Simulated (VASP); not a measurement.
# GeBi3 (Pm-3m) in VASP: further runs

The runs below take GeBi3 through single point, relaxation of cell and atoms, with PBE.

Everything below comes from runs of VASP 6.6.1. Logs are shortened: lines on timing, memory, paths and dates and some standing lists are left out, and cuts for length are marked.

### Step 1. The cell of the first run

Symmetry: Pm-3m, No. 221, cubic system. The conventional cell has a = 4.881 Å, b = 4.881 Å, c = 4.881 Å, α = 90.00°, β = 90.00°, γ = 90.00°. Within 4.5 Å of Ge (site symmetry m-3m) lie 12 Bi at 3.45 Å. Within 4.5 Å of Bi (site symmetry 4/mmm) lie 4 Ge at 3.45 Å and 8 Bi at 3.45 Å.

### Step 2. Single point, PBE

File INCAR:

```
PREC = Accurate ; ENCUT = 520
EDIFF = 1E-6 ; ISMEAR = -1
SIGMA = 0.05 ; LREAL = F
LASPH = T ; NELM = 100
ALGO = Normal ; ISIF = 2
LWAVE = F ; LCHARG = F
GGA = PE ; NBANDS = 38
```

File KPOINTS:

```
regular mesh
0
Gamma
  5 5 5
```

File POSCAR:

```
GeBi3
1.0
    4.8806597837      0.0000000000      0.0000000000
    0.0000000000      4.8806597837      0.0000000000
    0.0000000000      0.0000000000      4.8806597837
Ge Bi
1 3
Direct
    0.0000000000      0.0000000000      0.0000000000
    0.0000000000      0.5000000000      0.5000000000
    0.5000000000      0.0000000000      0.5000000000
    0.5000000000      0.5000000000      0.0000000000
```

Potentials or basis: VASP PAW PBE potentials, release 64 (Ge_d, Bi_d).

The run is started by

```sh
$ cat potpaw_PBE.64/Ge_d/POTCAR potpaw_PBE.64/Bi_d/POTCAR > POTCAR
$ mpirun -np 1 vasp_std > vasp.out
```

OUTCAR:

```text
PREC = Accurate
   ENCUT = 520
   EDIFF = 1E-6
   ISMEAR = -1
   LREAL = F
   LASPH = T
   NELM = 100
   ISIF = 2
   GGA = PE

 ion  position               nearest neighbor table
   1  0.000  0.000  0.000-
   2  0.000  0.500  0.500-   3 3.45   4 3.45   4 3.45   3 3.45   3 3.45   4 3.45   4 3.45   3 3.45

   3  0.500  0.000  0.500-   2 3.45   4 3.45   4 3.45   2 3.45   4 3.45   4 3.45   2 3.45   2 3.45

   4  0.500  0.500  0.000-   2 3.45   3 3.45   2 3.45   3 3.45   3 3.45   3 3.45   2 3.45   2 3.45

  LATTYP: Found a simple cubic cell.
 ALAT       =     4.8806597837

  Lattice vectors:

 A1 = (   4.8806597837,   0.0000000000,   0.0000000000)
 A2 = (   0.0000000000,   4.8806597837,   0.0000000000)
 A3 = (   0.0000000000,   0.0000000000,   4.8806597837)

Analysis of symmetry for initial positions (statically):
=====================================================================
 Subroutine PRICEL returns:
 Original cell was already a primitive cell.

 Routine SETGRP: Setting up the symmetry group for a
 simple cubic supercell.

 Subroutine GETGRP returns: Found 48 space group operations
 (whereof 48 operations were pure point group operations)
 out of a pool of 48 trial point group operations.

The static configuration has the point symmetry O_h .

Analysis of symmetry for dynamics (positions and initial velocities):
=====================================================================
 Subroutine PRICEL returns:
 Original cell was already a primitive cell.

 Routine SETGRP: Setting up the symmetry group for a
 simple cubic supercell.

 Subroutine GETGRP returns: Found 48 space group operations
 (whereof 48 operations were pure point group operations)
 out of a pool of 48 trial point group operations.

The dynamic configuration has the point symmetry O_h .

 Subroutine INISYM returns: Found 48 space group operations
 (whereof 48 operations are pure point group operations),
 and found     1 'primitive' translations

----------------------------------------------------------------------------------------

                                     Primitive cell

  volume of cell :     116.2614

  direct lattice vectors                    reciprocal lattice vectors
     4.880659784  0.000000000  0.000000000     0.204890331  0.000000000  0.000000000
     0.000000000  4.880659784  0.000000000     0.000000000  0.204890331  0.000000000
     0.000000000  0.000000000  4.880659784     0.000000000  0.000000000  0.204890331

  length of vectors
[... 70 lines left out ...]
   NELM   =    100;   NELMIN=  2; NELMDL= -5     # of ELM steps
   EDIFF  = 0.1E-05   stopping-criterion for ELM
   LREAL  =      F    real-space projection
   EDIFFG = 0.1E-04   stopping-criterion for IOM
   NSW    =      0    number of steps for IOM
   IBRION =     -1    ionic relax: 0-MD 1-quasi-New 2-CG
   NFREE  =      0    steps in history (QN), initial steepest desc. (CG)
   ISIF   =      2    stress and relaxation
   ISYM   =      2    0-nonsym 1-usesym 2-fastsym
   POTIM  = 0.5000    time-step for ionic-motion
   TEBEG  =    0.0;   TEEND  =   0.0 temperature during run
   PSTRESS=    0.0 pullay stress
   NELECT =      59.0000    total number of electrons
   NUPDOWN=      -1.0000    fix difference up-down
   EMIN   =  10.00;   EMAX   =-10.00  energy-range for DOS
   EFERMI =   0.00;   METHOD = LEGACY
   ISMEAR =    -1;   SIGMA  =   0.05  broadening in eV -4-tet -1-fermi 0-gaus
   EFERMI_NEDOS =   21; number of points for ismear=-14 and -15
   IALGO  =     38    algorithm
   IMIX   =      4    mixing-type and parameters
     AMIX     =   0.40;   BMIX     =  1.00
     AMIX_MAG =   1.60;   BMIX_MAG =  1.00
  volume/ion in A,a.u.               =      29.07       196.14
  Fermi-wavevector in a.u.,A,eV,Ry     =   1.305811  2.467625 23.199868  1.705142
  Thomas-Fermi vector in A             =   2.436655
   LORBIT       =      0    0 simple, 1 ext, 2 COOP (PROOUT), +10 PAW based schemes
   GGA     = PE    functional components
   LHFCALC =     F    Hartree Fock is set to
   AEXX    =    0.0000 exact exchange contribution
   IVDW    =     0    specifies the selected vdW correction
   LEPSILON=     F    determine dielectric tensor
   LRPA    =     F    only Hartree local field effects (RPA)
 non-spin polarized calculation
  energy-cutoff  :      520.00
  volume of cell :      116.26
 maximum number of plane-waves:      3145
   NGX = 19   NGY = 19   NGZ = 19

 number of electron      58.9999959 magnetization

 Free energy of the ion-electron system (eV)
  ---------------------------------------------------
  ext. energy  EPLUGINS =         0.00000000
  ---------------------------------------------------
  free energy    TOTEN  =       -15.16627285 eV

  energy without entropy =      -15.14273760  energy(sigma->0) =      -15.15450522

 E-fermi :   7.4670     XC(G=0): -10.3045

 val. band max:        7.4161418612   @ k =   0.2000   0.2000   0.0000
 cond. band min:       7.4763762735   @ k =   0.2000   0.0000   0.0000
 fundamental gap:      0.0602344123
 Fermi energy:         7.4669529143

 k-point     1 :       0.0000    0.0000    0.0000
  band No.  band energies     occupation
      1     -17.5305      2.00000
      2     -17.5305      2.00000
      3     -17.5305      2.00000
      4     -17.5298      2.00000
      5     -17.5298      2.00000
      6     -15.7343      2.00000
[... 399 lines left out ...]
     37      15.0821      0.00000
     38      15.2540      0.00000

------------------------ aborting loop because EDIFF is reached ----------------------------------------

  FORCE on cell =-STRESS in cart. coord.  units (eV):
  Direction    XX          YY          ZZ          XY          YZ          ZX
  --------------------------------------------------------------------------------------
  -------------------------------------------------------------------------------------
  Total       -0.0381147     -0.0381147     -0.0381147     -0.0000000     -0.0000000      0.0000000
  in kB       -0.5252512     -0.5252512     -0.5252512     -0.0000000     -0.0000000      0.0000000
  external PRESSURE =      -0.5252512 kB  Pullay stress =       0.0000000 kB

 VOLUME and BASIS-vectors are now :
 -----------------------------------------------------------------------------
  energy-cutoff  :      520.00
  volume of cell :      116.26
      direct lattice vectors                 reciprocal lattice vectors
     4.880659784  0.000000000  0.000000000     0.204890331  0.000000000  0.000000000
     0.000000000  4.880659784  0.000000000     0.000000000  0.204890331  0.000000000
     0.000000000  0.000000000  4.880659784     0.000000000  0.000000000  0.204890331

 POSITION                                       TOTAL-FORCE (eV/Angst)
 -----------------------------------------------------------------------------------
      0.00000      0.00000      0.00000         0.000000      0.000000      0.000000
      0.00000      2.44033      2.44033         0.000000      0.000000      0.000000
      2.44033      0.00000      2.44033         0.000000      0.000000      0.000000
      2.44033      2.44033      0.00000         0.000000      0.000000      0.000000
 -----------------------------------------------------------------------------------
    total drift:                                0.000000      0.000000      0.000000

  FREE ENERGIE OF THE ION-ELECTRON SYSTEM (eV)
  ---------------------------------------------------
  free  energy   TOTEN  =       -15.1662728511 eV

  energy  without entropy=      -15.1427375958  energy(sigma->0) =      -15.15450522
```

OSZICAR:

```text
N       E                     dE             d eps       ncg     rms          rms(c)
DAV:   1     0.682637710424E+03    0.68264E+03   -0.29972E+04   862   0.272E+03
DAV:   2     0.924672448783E+02   -0.59017E+03   -0.57716E+03   766   0.733E+02
DAV:   3    -0.843346544369E+01   -0.10090E+03   -0.99087E+02   842   0.233E+02
DAV:   4    -0.149486583659E+02   -0.65152E+01   -0.64892E+01   862   0.642E+01
DAV:   5    -0.151956876185E+02   -0.24703E+00   -0.24699E+00   974   0.121E+01    0.112E+00
DAV:   6    -0.151691240752E+02    0.26564E-01   -0.17505E-01  1074   0.274E+00    0.607E-01
DAV:   7    -0.151662677535E+02    0.28563E-02   -0.23312E-02   880   0.117E+00    0.304E-01
DAV:   8    -0.151662450233E+02    0.22730E-04   -0.34803E-03   922   0.411E-01    0.763E-02
DAV:   9    -0.151662686046E+02   -0.23581E-04   -0.57995E-04   878   0.250E-01    0.214E-02
DAV:  10    -0.151662752248E+02   -0.66201E-05   -0.64393E-05   978   0.683E-02    0.831E-03
DAV:  11    -0.151662729153E+02    0.23094E-05   -0.89708E-06   840   0.274E-02    0.290E-03
DAV:  12    -0.151662728511E+02    0.64249E-07   -0.85432E-07   542   0.106E-02
   1 F= -.15166273E+02 E0= -.15154505E+02  d E =-.235353E-01
```

It took 19 s on 1 thread of AMD EPYC 9R45 (Zen 5), shared host; peak memory 0.18 GiB.

Results:

```yaml
Free_energy: -15.1663 eV
Pressure: -0.1 GPa
```

Caveat: spin-orbit coupling is left out, which moves the levels of the heavy elements.

### Step 3. Relaxation of cell and atoms, PBE

File INCAR:

```
SYSTEM = GeBi3
  ALGO = Normal
  EDIFF = 1E-6
  EDIFFG = -0.03
  ENCUT = 600
  GGA = PE
  IBRION = 2
  ISIF = 3
  ISMEAR = -1
  LASPH = .TRUE.
  LCHARG = .FALSE.
  LREAL = .FALSE.
  LWAVE = .FALSE.
  NELM = 100
  NSW = 80
  PREC = Accurate
  SIGMA = 0.05
```

File KPOINTS:

```
k-points
0
G
  5 5 5
  0 0 0
```

POSCAR is that of step 2.

Potentials or basis: VASP PAW PBE potentials, release 64 (Ge_d, Bi_d).

The run is started by

```sh
$ cat potpaw_PBE.64/Ge_d/POTCAR potpaw_PBE.64/Bi_d/POTCAR > POTCAR
$ mpirun -np 1 vasp_std > vasp.out
```

It took 22 s on 1 thread of AMD EPYC 9R45 (Zen 5), shared host; peak memory 0.22 GiB.

It converged, with:

```yaml
Free_energy: -15.1664 eV
Pressure_after_relaxing: 0.0 GPa
```

Final structure:
```yaml
crystal:
  lattice:
    - [4.88066, 0.00000, 0.00000]
    - [0.00000, 4.88066, 0.00000]
    - [0.00000, 0.00000, 4.88066]
  atoms:
    - { symbol: Ge, position: [0.00000, 0.00000, 0.00000] }
    - { symbol: Bi, position: [0.00000, 0.50000, 0.50000] }
    - { symbol: Bi, position: [0.50000, 0.00000, 0.50000] }
    - { symbol: Bi, position: [0.50000, 0.50000, 0.00000] }
```

Levels at points of the mesh, in eV from the Fermi level:
| k point | band 25 | band 26 | band 27 | band 28 | band 29 | band 30 | band 31 | band 32 | band 33 | band 34 |
| --- | --- | --- | --- | --- | --- | --- | --- | --- | --- | --- |
| (0.00, 0.00, 0.00) | -4.36 | -4.36 | -4.36 | 0.71 | 0.71 | 0.71 | 0.71 | 0.71 | 0.71 | 4.22 |

Caveat: the relaxation stopped at its first step, so nothing moved; spin-orbit coupling is left out, which moves the levels of the heavy elements.

### Step 4. Single point, PBE

This run uses another cell than the first one, of 44.91 Å³/atom, 1.545 times its volume.

File INCAR:

```
ALGO = Normal
EDIFF = 1E-6
ENCUT = 520
GGA = PE
ISIF = 2
ISMEAR = -1
LASPH = T
LCHARG = T
LELF = T
LREAL = F
LVHAR = T
LWAVE = F
NBANDS = 38
NELM = 100
PREC = Accurate
SIGMA = 0.05
```

File KPOINTS:

```
k-points
0
Gamma
  5 5 5
```

File POSCAR:

```
GeBi3
1.0
    5.6426364969      0.0000000000      0.0000000000
    0.0000000000      5.6426364969      0.0000000000
    0.0000000000      0.0000000000      5.6426364969
Ge Bi
1 3
Direct
    0.0000000000      0.0000000000      0.0000000000
    0.5000000000      0.0000000000      0.0000000000
    0.0000000000      0.0000000000      0.5000000000
    0.0000000000      0.5000000000      0.0000000000
```

The run is started by

```sh
$ cat potpaw_PBE.64/Ge_d/POTCAR potpaw_PBE.64/Bi_d/POTCAR > POTCAR
$ mpirun -np 1 vasp_std > vasp.out
```

Wall time 35 s (1 thread of AMD EPYC 9R45 (Zen 5), shared host); peak memory 0.24 GiB.

It converged, with:

```
Free energy : -13.1083 eV
Pressure    : 0.0 GPa
```

Levels at points of the mesh, in eV from the Fermi level:
| k point | band 26 | band 27 | band 28 | band 29 | band 30 | band 31 | band 32 | band 33 |
| --- | --- | --- | --- | --- | --- | --- | --- | --- |
| (0.00, 0.00, 0.00) | -4.38 | -4.38 | 0.32 | 0.32 | 0.32 | 0.54 | 0.54 | 0.54 |

Caveat: spin-orbit coupling is left out, which moves the levels of the heavy elements.

### Step 5. Relaxation of cell and atoms, PBE

This run uses another cell than the first one, of 44.91 Å³/atom, 1.545 times its volume.

File INCAR:

```
SYSTEM = GeBi3
PREC = Accurate ; ENCUT = 600
EDIFF = 1E-6 ; ISMEAR = -1
SIGMA = 0.05 ; LREAL = .False.
LASPH = .True. ; NELM = 100
ALGO = Normal ; ISIF = 3
LWAVE = .False. ; LCHARG = .False.
GGA = PE ; IBRION = 2
NSW = 80 ; EDIFFG = -0.03
```

File KPOINTS:

```
Automatic mesh
0
Gamma
  5 5 5
  0 0 0
```

POSCAR is that of step 4.

Potentials or basis: VASP PAW PBE potentials, release 64 (Ge_d, Bi_d).

The run is started by

```sh
$ cat potpaw_PBE.64/Ge_d/POTCAR potpaw_PBE.64/Bi_d/POTCAR > POTCAR
$ mpirun -np 1 vasp_std > vasp.out
```

OUTCAR:

```text
SYSTEM = GeBi3
   PREC = Accurate
   ENCUT = 600
   EDIFF = 1E-6
   ISMEAR = -1
   LREAL = .False.
   LASPH = .True.
   NELM = 100
   ISIF = 3
   GGA = PE
   IBRION = 2
   NSW = 80
   EDIFFG = -0.03

 ion  position               nearest neighbor table
   1  0.000  0.000  0.000-   2 2.82   3 2.82   4 2.82   3 2.82   4 2.82   2 2.82
   2  0.500  0.000  0.000-   1 2.82   1 2.82
   3  0.000  0.000  0.500-   1 2.82   1 2.82
   4  0.000  0.500  0.000-   1 2.82   1 2.82

  LATTYP: Found a simple cubic cell.
 ALAT       =     5.6426364969

  Lattice vectors:

 A1 = (   5.6426364969,   0.0000000000,   0.0000000000)
 A2 = (   0.0000000000,   5.6426364969,   0.0000000000)
 A3 = (   0.0000000000,   0.0000000000,   5.6426364969)

Analysis of symmetry for initial positions (statically):
=====================================================================
 Subroutine PRICEL returns:
 Original cell was already a primitive cell.

 Routine SETGRP: Setting up the symmetry group for a
 simple cubic supercell.

 Subroutine GETGRP returns: Found 48 space group operations
 (whereof 48 operations were pure point group operations)
[... 154 lines left out ...]
 E-fermi :   3.1674     XC(G=0):  -7.8609

 val. band max:        3.1543910370   @ k =   0.4000   0.4000   0.2000
 cond. band min:       3.2412364720   @ k =   0.4000   0.2000   0.0000
 fundamental gap:      0.0868454350
 Fermi energy:         3.1674180794

 k-point     1 :       0.0000    0.0000    0.0000
  band No.  band energies     occupation
      1     -21.6206      2.00000
      2     -21.6206      2.00000
      3     -21.5682      2.00000
      4     -21.5682      2.00000
      5     -21.5682      2.00000
      6     -19.8171      2.00000
[... 369 lines left out ...]
     34       5.9143      0.00000
     35       5.9143      0.00000

------------------------ aborting loop because EDIFF is reached ----------------------------------------

  FORCE on cell =-STRESS in cart. coord.  units (eV):
  Direction    XX          YY          ZZ          XY          YZ          ZX
  --------------------------------------------------------------------------------------
  -------------------------------------------------------------------------------------
  Total        0.0158342      0.0158342      0.0158342      0.0000000      0.0000000     -0.0000000
  in kB        0.1412084      0.1412084      0.1412084      0.0000000      0.0000000     -0.0000000
  external PRESSURE =       0.1412084 kB  Pullay stress =       0.0000000 kB

 VOLUME and BASIS-vectors are now :
 -----------------------------------------------------------------------------
  energy-cutoff  :      600.00
  volume of cell :      179.66
      direct lattice vectors                 reciprocal lattice vectors
     5.642636497  0.000000000  0.000000000     0.177222120  0.000000000  0.000000000
     0.000000000  5.642636497  0.000000000     0.000000000  0.177222120  0.000000000
     0.000000000  0.000000000  5.642636497     0.000000000  0.000000000  0.177222120

 POSITION                                       TOTAL-FORCE (eV/Angst)
 -----------------------------------------------------------------------------------
      0.00000      0.00000      0.00000         0.000000      0.000000      0.000000
      2.82132      0.00000      0.00000         0.000000      0.000000      0.000000
      0.00000      0.00000      2.82132         0.000000      0.000000      0.000000
      0.00000      2.82132      0.00000         0.000000      0.000000      0.000000
 -----------------------------------------------------------------------------------
    total drift:                                0.000000      0.000000      0.000000

  FREE ENERGIE OF THE ION-ELECTRON SYSTEM (eV)
  ---------------------------------------------------
  free  energy   TOTEN  =       -13.1084595556 eV

  energy  without entropy=      -13.0646946975  energy(sigma->0) =      -13.08657713

 reached required accuracy - stopping structural energy minimisation
```

OSZICAR:

```text
N       E                     dE             d eps       ncg     rms          rms(c)
DAV:   1     0.676634557604E+03    0.67663E+03   -0.32874E+04   785   0.261E+03
DAV:   2     0.869699194108E+02   -0.58966E+03   -0.58238E+03   716   0.712E+02
DAV:   3    -0.713258584346E+01   -0.94103E+02   -0.92901E+02   839   0.243E+02
DAV:   4    -0.131929808628E+02   -0.60604E+01   -0.60281E+01   745   0.676E+01
DAV:   5    -0.134328976517E+02   -0.23992E+00   -0.23977E+00   859   0.127E+01    0.252E+00
DAV:   6    -0.131107468791E+02    0.32215E+00   -0.12359E+00   871   0.687E+00    0.942E-01
DAV:   7    -0.131090734470E+02    0.16734E-02   -0.14979E-01   812   0.351E+00    0.539E-01
DAV:   8    -0.131077000023E+02    0.13734E-02   -0.22464E-02   954   0.158E+00    0.113E-01
DAV:   9    -0.131080127117E+02   -0.31271E-03   -0.64385E-03   854   0.102E+00    0.638E-02
DAV:  10    -0.131083539176E+02   -0.34121E-03   -0.10439E-03   880   0.270E-01    0.178E-02
DAV:  11    -0.131084246216E+02   -0.70704E-04   -0.12196E-04   811   0.655E-02    0.109E-02
DAV:  12    -0.131084552551E+02   -0.30634E-04   -0.39809E-05   795   0.418E-02    0.487E-03
DAV:  13    -0.131084589527E+02   -0.36976E-05   -0.56912E-06   580   0.143E-02    0.232E-03
DAV:  14    -0.131084595556E+02   -0.60293E-06   -0.11443E-06   485   0.631E-03
   1 F= -.13108460E+02 E0= -.13086577E+02  d E =-.131085E+02
```

Wall time 45 s (1 thread of AMD EPYC 9R45 (Zen 5), shared host); peak memory 0.32 GiB.

Results:

```
Free energy             : -13.1085 eV
Pressure after relaxing : 0.0 GPa
```

Final structure:
```yaml
crystal:
  lattice:
    - [5.64264, 0.00000, 0.00000]
    - [0.00000, 5.64264, 0.00000]
    - [0.00000, 0.00000, 5.64264]
  atoms:
    - { symbol: Ge, position: [0.00000, 0.00000, 0.00000] }
    - { symbol: Bi, position: [0.50000, 0.00000, 0.00000] }
    - { symbol: Bi, position: [0.00000, 0.00000, 0.50000] }
    - { symbol: Bi, position: [0.00000, 0.50000, 0.00000] }
```

Levels at points of the mesh, in eV from the Fermi level:
| k point | band 25 | band 26 | band 27 | band 28 | band 29 | band 30 | band 31 | band 32 | band 33 | band 34 |
| --- | --- | --- | --- | --- | --- | --- | --- | --- | --- | --- |
| (0.00, 0.00, 0.00) | -4.38 | -4.38 | -4.38 | 0.32 | 0.32 | 0.32 | 0.54 | 0.54 | 0.54 | 3.16 |

Caveat: the relaxation stopped at its first step, so nothing moved; spin-orbit coupling is left out, which moves the levels of the heavy elements.

### Step 6. Summary

| task | cell | cutoff (eV) | gap on the mesh (eV) | pressure (GPa) |
| --- | --- | --- | --- | --- |
| single point | a = 4.881 Å, 4 atoms | 520 | none | -0.1 |
| relaxation of cell and atoms | relaxed from a = 4.881 Å, 4 atoms | 600 | none | 0.0 |
| single point | a = 5.643 Å, 4 atoms | 520 | none | 0.0 |
| relaxation of cell and atoms | relaxed from a = 5.643 Å, 4 atoms | 600 | none | 0.0 |

Alike in all rows: level PBE; potentials or basis VASP PAW PBE potentials, release 64 (Ge_d, Bi_d); no spin polarisation; k mesh 5 × 5 × 5; smearing fermi-dirac 0.05 eV.

Caveats: spin-orbit coupling is left out, which moves the levels of the heavy elements; the relaxation stopped at its first step, so nothing moved (some runs).

Total energies depend on the potentials used, so only differences within one code and one set of settings carry meaning.
